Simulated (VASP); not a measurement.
MgC2, 6 atoms in the cell. It takes space group P4_2/mnm (No. 136, tetragonal). Conventional cell: a = 3.921 Å, b = 3.921 Å, c = 4.929 Å, α = 90.00°, β = 90.00°, γ = 90.00°. Mg (site symmetry mmm) has 10 C at 2.15 to 2.84 Å within 2.9 Å. C (site symmetry m2m) has 1 C at 1.25 Å within 1.7 Å. 

| Quantity | Value |
| --- | --- |
| Program | VASP 6.6.1 |
| Task | single point |
| Functional | PBE |
| Dispersion | D3(BJ) |
| Potentials or basis | VASP PAW PBE potentials, release 64 (Mg_sv, C) |
| Cutoff | 840 eV |
| k mesh | 5 × 5 × 5 |
| Occupations | fermi-dirac, width 0.05 eV |
| Spin | no spin polarisation |
| Dipole correction | no |
| Further INCAR settings | ALGO = Normal; EDIFF = 1e-06; NBANDS = 27 |

Potentials or basis: VASP PAW PBE potentials, release 64 (Mg_sv, C).

The run is started by

```sh
$ cat potpaw_PBE.64/Mg_sv/POTCAR potpaw_PBE.64/C/POTCAR > POTCAR
$ mpirun -np 1 vasp_std > vasp.out
```

Hardware: 1 thread of Intel(R) Xeon(R) 6975P-C (Granite Rapids), with other jobs on the host.

Task: How long does it take, and how much memory?

Result: Run time: 31 s on 1 thread of Intel(R) Xeon(R) 6975P-C (Granite Rapids), with other jobs on the host, peak memory 0.28 GiB. Counts: scf iterations 13, k points 18.
